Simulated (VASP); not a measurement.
MgS, 4 atoms in the cell. It takes space group P6_3/mmc (No. 194, hexagonal). Conventional cell: a = 3.645 Å, b = 3.645 Å, c = 6.147 Å, α = 90.00°, β = 90.00°, γ = 120.00°. Mg (site symmetry -3m) has 6 S at 2.61 Å and 2 Mg at 3.07 Å within 3.4 Å. S (site symmetry -6m2) has 6 Mg at 2.61 Å within 3.4 Å. 

| Property | Result |
| --- | --- |
| Program | VASP 6.6.1 |
| Task | single point |
| Functional | HSE06 |
| Potentials or basis | VASP PAW PBE potentials, release 64 (Mg, S) |
| Cutoff | 520 eV |
| k mesh | 6 × 6 × 2 |
| Occupations | gaussian, width 0.01 eV |
| Spin | no spin polarisation |
| Dipole correction | no |
| Grid for exact exchange (PRECFOCK) | Normal |
| Further INCAR settings | ALGO = Normal; EDIFF = 1e-07; NBANDS = 16 |
| Share of exact exchange | 0.25 |
| Screening parameter | 0.2079 1/Å |

Potentials or basis: VASP PAW PBE potentials, release 64 (Mg, S).

The run is started by

```sh
$ cat potpaw_PBE.64/Mg/POTCAR potpaw_PBE.64/S/POTCAR > POTCAR
$ cp INCAR.step1 INCAR
$ mpirun -np 1 vasp_std > vasp.out
$ cp INCAR.step2 INCAR
$ mpirun -np 1 vasp_std > vasp.out
```

Hardware: 1 thread of Intel(R) Xeon(R) Platinum 8375C CPU @ 2.90GHz (Ice Lake), on a shared host.

Q: Estimate the wall time of this run.

A: Wall time 22 min on 1 thread of Intel(R) Xeon(R) Platinum 8375C CPU @ 2.90GHz (Ice Lake), with other jobs on the host, peak memory 0.3 GiB. Counts: k points 14.
